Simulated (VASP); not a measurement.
Set up this calculation in VASP 6.6.1, as the native input.

```yaml
Task: relaxation of cell and atoms
Functional: LDA
Potentials_or_basis: VASP PAW LDA potentials, release 64 (Ga_d, N)
Cutoff: 600 eV
k_mesh: 10 × 10 × 10
Occupations: gaussian, width 0.02 eV
Spin: no spin polarisation
Dipole_correction: no
Further_INCAR_settings: ALGO = Normal; EDIFF = 1e-06; IBRION = 2; EDIFFG = -0.005; NSW = 100; ISIF = 3
```

The structure of GaN lies in POSCAR:

```
GaN
1.0
    0.0000000000      2.2535006075      2.2535006075
    2.2535006075      0.0000000000      2.2535006075
    2.2535006075      2.2535006075      0.0000000000
Ga N
1 1
Direct
    0.0000000000      0.0000000000      0.0000000000
    0.7500000000      0.7500000000      0.7500000000
```

These files were run (other wordings do the same):

INCAR

```
PREC = Accurate
ENCUT = 600
EDIFF = 1E-6
ISMEAR = 0
SIGMA = 0.02
LREAL = F
LASPH = T
NELM = 80
ALGO = Normal
ISIF = 3
LWAVE = F
LCHARG = F
GGA = CA
IBRION = 2
NSW = 100
EDIFFG = -0.005
```

KPOINTS

```
Automatic mesh
0
Gamma
  10 10 10
```

Potentials or basis: VASP PAW LDA potentials, release 64 (Ga_d, N).

The run is started by

```bash
$ cat potpaw_LDA.64/Ga_d/POTCAR potpaw_LDA.64/N/POTCAR > POTCAR
$ mpirun -np 1 vasp_std > vasp.out
```

It gave:

The relaxed volume is 11.11 Å³/atom. The relaxed cell is a = 3.156 Å, b = 3.156 Å, c = 3.156 Å, α = 60.00°, β = 60.00°, γ = 60.00° and the space group after relaxing (to 0.05 Å) is F-43m (No. 216). The energy gained by relaxing is 6.0 meV/atom. The ionic steps are 3 and the pressure after relaxing is 0.0 GPa. The band gap on the k mesh is 1.94 eV, direct.

It took 24 s on 1 thread of Intel(R) Xeon(R) Platinum 8559C (Emerald Rapids) (shared host), peak memory 0.16 GiB.
